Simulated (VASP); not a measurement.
# W (P-1) in VASP: single point with r2SCAN

Aim: the single point of W with r2SCAN.

All numbers are computed with VASP 6.6.1; they aren't measurements. Logs are shortened: lines on timing, memory, paths and dates and some standing lists are left out, and cuts for length are marked.

## 1. The cell of the first run

The typed cell holds 2 atoms: a = 3.168 Å, b = 3.168 Å, c = 3.168 Å, α = 90.00°, β = 90.00°, γ = 90.00°.

## 2. Single point, r2SCAN (atoms moved at random)

Contents of POSCAR:

```
W
1.0
    0.0000000000     -3.1683686574      0.0000000000
   -3.1683686574      0.0000000000      0.0000000000
    0.0000000000      0.0000000000     -3.1683686574
W
2
Direct
    0.4651676600      0.5048359713      0.4880277323
    0.0348323400     -0.0048359713      0.0119722677
```

Contents of INCAR.step1:

```
SYSTEM = W
PREC     = Accurate       ! precision mode
ENCUT    = 520            ! plane-wave cutoff, eV
ISMEAR   = 0              ! smearing method
SIGMA    = 0.15           ! smearing width, eV
LREAL    = .FALSE.        ! projectors in reciprocal space
LASPH    = .TRUE.         ! aspherical terms in the spheres
NELM     = 100            ! most SCF steps
NBANDS   = 21             ! bands
GGA      = PE             ! functional
ALGO     = Normal         ! electronic algorithm
EDIFF    = 1E-4           ! SCF threshold, eV
LWAVE    = .TRUE.         ! write WAVECAR
LCHARG   = .FALSE.        ! write CHGCAR
```

Contents of INCAR.step2:

```
SYSTEM = W
PREC     = Accurate       ! precision mode
ENCUT    = 520            ! plane-wave cutoff, eV
EDIFF    = 1E-6           ! SCF threshold, eV
ISMEAR   = 0              ! smearing method
SIGMA    = 0.15           ! smearing width, eV
LREAL    = .FALSE.        ! projectors in reciprocal space
LASPH    = .TRUE.         ! aspherical terms in the spheres
NELM     = 100            ! most SCF steps
ALGO     = Normal         ! electronic algorithm
ISIF     = 2              ! what is computed and relaxed
LWAVE    = .FALSE.        ! write WAVECAR
LCHARG   = .FALSE.        ! write CHGCAR
METAGGA  = R2SCAN         ! meta-GGA
LMIXTAU  = .TRUE.       
NBANDS   = 21             ! bands
ISTART   = 1
```

Contents of KPOINTS:

```
Automatic mesh
0
G
  10 10 10
  0 0 0
```

Potentials or basis: VASP PAW PBE potentials, release 64 (W_sv).

The run is started by

```console
> cat potpaw_PBE.64/W_sv/POTCAR > POTCAR
> cp INCAR.step1 INCAR
> mpirun -np 1 vasp_std > vasp.out
> cp INCAR.step2 INCAR
> mpirun -np 1 vasp_std > vasp.out
```

OUTCAR:

```text
SYSTEM = W
   PREC = Accurate
   ENCUT = 520
   EDIFF = 1E-6
   ISMEAR = 0
   LREAL = .FALSE.
   LASPH = .TRUE.
   NELM = 100
   ISIF = 2
   METAGGA = R2SCAN
   ISTART = 1

 ion  position               nearest neighbor table
   1  0.465  0.505  0.488-   2 2.56   2 2.60   2 2.65   2 2.69   2 2.82   2 2.85   2 2.90   2 2.94

   2  0.035  0.995  0.012-   1 2.56   1 2.60   1 2.65   1 2.69   1 2.82   1 2.85   1 2.90   1 2.94

  LATTYP: Found a simple cubic cell.
 ALAT       =     3.1683686574

  Lattice vectors:

 A1 = (   0.0000000000,  -3.1683686574,   0.0000000000)
 A2 = (  -3.1683686574,   0.0000000000,   0.0000000000)
 A3 = (   0.0000000000,   0.0000000000,  -3.1683686574)

Analysis of symmetry for initial positions (statically):
=====================================================================
 Subroutine PRICEL returns:
 Original cell was already a primitive cell.

 Routine SETGRP: Setting up the symmetry group for a
 simple cubic supercell.

 Subroutine GETGRP returns: Found  2 space group operations
 (whereof  1 operations were pure point group operations)
 out of a pool of 48 trial point group operations.

The static configuration has the point symmetry C_1 .
 The point group associated with its full space group is S_2 .

Analysis of symmetry for dynamics (positions and initial velocities):
=====================================================================
 Subroutine PRICEL returns:
 Original cell was already a primitive cell.

 Routine SETGRP: Setting up the symmetry group for a
 simple cubic supercell.

 Subroutine GETGRP returns: Found  2 space group operations
 (whereof  1 operations were pure point group operations)
 out of a pool of 48 trial point group operations.

The dynamic configuration has the point symmetry C_1 .
 The point group associated with its full space group is S_2 .

 Subroutine INISYM returns: Found  2 space group operations
 (whereof  1 operations are pure point group operations),
 and found     1 'primitive' translations

----------------------------------------------------------------------------------------

                                     Primitive cell

  volume of cell :      31.8059

[... 80 lines left out ...]
   ISTART =      1    job   : 0-new  1-cont  2-samecut
   ICHARG =      0    charge: 1-file 2-atom 10-const
   ISPIN  =      1    spin polarized calculation?
   LNONCOLLINEAR =      F non collinear calculations
   LSORBIT =      F    spin-orbit coupling
   LASPH  =      T    aspherical Exc in radial PAW
   ENCUT  =  520.0 eV  38.22 Ry    6.18 a.u.   5.89  5.89  5.89*2*pi/ulx,y,z
   NELM   =    100;   NELMIN=  2; NELMDL=  0     # of ELM steps
   EDIFF  = 0.1E-05   stopping-criterion for ELM
   LREAL  =      F    real-space projection
   EDIFFG = 0.1E-04   stopping-criterion for IOM
   NSW    =      0    number of steps for IOM
   IBRION =     -1    ionic relax: 0-MD 1-quasi-New 2-CG
   NFREE  =      0    steps in history (QN), initial steepest desc. (CG)
   ISIF   =      2    stress and relaxation
   ISYM   =      2    0-nonsym 1-usesym 2-fastsym
   POTIM  = 0.5000    time-step for ionic-motion
   TEBEG  =    0.0;   TEEND  =   0.0 temperature during run
   PSTRESS=    0.0 pullay stress
   NELECT =      28.0000    total number of electrons
   NUPDOWN=      -1.0000    fix difference up-down
   EMIN   =  10.00;   EMAX   =-10.00  energy-range for DOS
   EFERMI =   0.00;   METHOD = LEGACY
   ISMEAR =     0;   SIGMA  =   0.15  broadening in eV -4-tet -1-fermi 0-gaus
   EFERMI_NEDOS =   21; number of points for ismear=-14 and -15
   IALGO  =     38    algorithm
   IMIX   =      4    mixing-type and parameters
     AMIX     =   0.40;   BMIX     =  1.00
     AMIX_MAG =   1.60;   BMIX_MAG =  1.00
  volume/ion in A,a.u.               =      15.90       107.32
  Fermi-wavevector in a.u.,A,eV,Ry     =   1.569008  2.964995 33.494630  2.461786
  Thomas-Fermi vector in A             =   2.670954
   LORBIT       =      0    0 simple, 1 ext, 2 COOP (PROOUT), +10 PAW based schemes
   METAGGA = R2SCAN    functional components
   LHFCALC =     F    Hartree Fock is set to
   AEXX    =    0.0000 exact exchange contribution
   IVDW    =     0    specifies the selected vdW correction
   LEPSILON=     F    determine dielectric tensor
   LRPA    =     F    only Hartree local field effects (RPA)
 non-spin polarized calculation
 Gauss-broadening in eV      SIGMA  =   0.15
  energy-cutoff  :      520.00
  volume of cell :       31.81
 maximum number of plane-waves:       877
   NGX = 11   NGY = 11   NGZ = 11

 number of electron      28.0000003 magnetization

 Free energy of the ion-electron system (eV)
  ---------------------------------------------------
  ext. energy  EPLUGINS =         0.00000000
  ---------------------------------------------------
  free energy    TOTEN  =      -102.40188562 eV

  energy without entropy =     -102.39186880  energy(sigma->0) =     -102.39687721

 E-fermi :  10.9965     XC(G=0): -14.9065

 val. band max:       10.9960528155   @ k =   0.0000  -0.2000   0.2000
 cond. band min:      10.9972142087   @ k =   0.4000  -0.1000   0.0000
 fundamental gap:      0.0011613931
 Fermi energy:        10.9964904085

 k-point     1 :       0.0000    0.0000    0.0000
  band No.  band energies     occupation
      1     -64.8441      2.00000
      2     -64.5418      2.00000
      3     -28.7411      2.00000
      4     -28.7134      2.00000
      5     -28.6276      2.00000
      6     -27.7543      2.00000
[... 565 lines left out ...]
     20      18.3012      0.00000
     21      22.5240      0.00000

 [... further k-points ...]

------------------------ aborting loop because EDIFF is reached ----------------------------------------

  FORCE on cell =-STRESS in cart. coord.  units (eV):
  Direction    XX          YY          ZZ          XY          YZ          ZX
  --------------------------------------------------------------------------------------
  -------------------------------------------------------------------------------------
  Total        1.6405664      0.9902106      1.6159406     -0.1160173      0.2860734     -0.0943873
  in kB       82.6413235     49.8805257     81.4008322     -5.8442163     14.4105641     -4.7546355
  external PRESSURE =      71.3075604 kB  Pullay stress =       0.0000000 kB

 VOLUME and BASIS-vectors are now :
 -----------------------------------------------------------------------------
  energy-cutoff  :      520.00
  volume of cell :       31.81
      direct lattice vectors                 reciprocal lattice vectors
     0.000000000 -3.168368657  0.000000000     0.000000000 -0.315619837  0.000000000
    -3.168368657  0.000000000  0.000000000    -0.315619837  0.000000000  0.000000000
     0.000000000  0.000000000 -3.168368657     0.000000000  0.000000000 -0.315619837

 POSITION                                       TOTAL-FORCE (eV/Angst)
 -----------------------------------------------------------------------------------
     -1.59951     -1.47382     -1.54625         0.336322     -2.462766     -0.839701
     -3.15305     -0.11036     -0.03793        -0.336322      2.462766      0.839701
 -----------------------------------------------------------------------------------
    total drift:                               -0.000000     -0.000000      0.000000

  FREE ENERGIE OF THE ION-ELECTRON SYSTEM (eV)
  ---------------------------------------------------
  free  energy   TOTEN  =      -102.4018856206 eV

  energy  without entropy=     -102.3918688021  energy(sigma->0) =     -102.39687721
```

Run time: 20 min. Hardware: 1 thread of AMD EPYC 7R43 (Zen 3), shared host; peak memory 0.32 GiB.

What came out:

```
Free energy            : -102.4019 eV
Pressure               : 7.1 GPa
Largest force          : 2.624 eV/Å
Band gap on the k mesh : zero (band 14 reaches 11.79 eV, above the bottom of band 15 at 10.62 eV)
```

Forces on the atoms (eV/Å):
```
W    0.336 -2.463 -0.840
W   -0.336  2.463  0.840
```

Stress tensor (GPa, compression positive):
```
 8.26 -0.58 -0.48
-0.58  4.99  1.44
-0.48  1.44  8.14
```

Caveat: the cell differs from its parent crystal (atoms moved at random); the PAW data sets were made with another functional, which shifts forces and pressure a little; spin-orbit coupling is left out, which moves the levels of the heavy elements.
